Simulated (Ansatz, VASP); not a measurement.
**Mo in VASP and in Ansatz**

```
Mo
1.0
    -1.58139    1.58139    1.58139
     1.58139   -1.58139    1.58139
     1.58139    1.58139   -1.58139
Mo
1
Direct
  0.00000 0.00000 0.00000
```

Alike in both runs: task relaxation of cell and atoms; functional PBE; k mesh 18 × 18 × 18; occupations fermi-dirac, width 0.05 eV; no spin polarisation.

```csv
,VASP,Ansatz
version,VASP 6.6.1,Ansatz 0.2.0
potentials or method,"VASP PAW PBE potentials, release 64 (Mo_sv)","PAW with Ansatz's default frozen-core files, scalar-relativistic"
plane-wave cutoff (eV),600,420
valence electrons in the cell,14,14
```

```csv
,VASP,Ansatz,Ansatz less VASP
relaxed volume (Å³/atom),15.81,15.79,-0.024
relaxed length of the cell vector where the two differ most in proportion (Å),2.738,2.737,-0.0014
```
